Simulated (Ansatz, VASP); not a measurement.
# Fe: VASP beside Ansatz

```
Fe
1.0
    -1.44300    1.44300    1.44300
     1.44300   -1.44300    1.44300
     1.44300    1.44300   -1.44300
Fe
1
Direct
  0.00000 0.00000 0.00000
```

Alike in both runs: task single point; functional LDA; k mesh 13 × 13 × 13; occupations fermi-dirac, width 0.05 eV; collinear spin.

```csv
,VASP,Ansatz
version,VASP 6.6.1,Ansatz 0.2.0
potentials or method,"VASP PAW LDA potentials, release 64 (Fe), cutoff 520 eV","all-electron LAPW, scalar-relativistic"
```

```tsv
	VASP	Ansatz	Ansatz less VASP
gap on the k mesh at the Fermi level (eV)	none	none	-
pressure (GPa)	-26.7	-26.1	+0.64
net moment per atom (μB)	2.16	2.20	+0.037
size of the moment on the site where the two differ most (μB)	2.15	2.24	+0.090
```

LDA's correlation is that of Perdew and Zunger in VASP and of Perdew and Wang (1992) in Ansatz. Site moments also hang on the region over which each program counts them. A gap of «none» marks a metal or a gap that the smearing closes. Ansatz ran all-electron here, and VASP with PAW potentials.
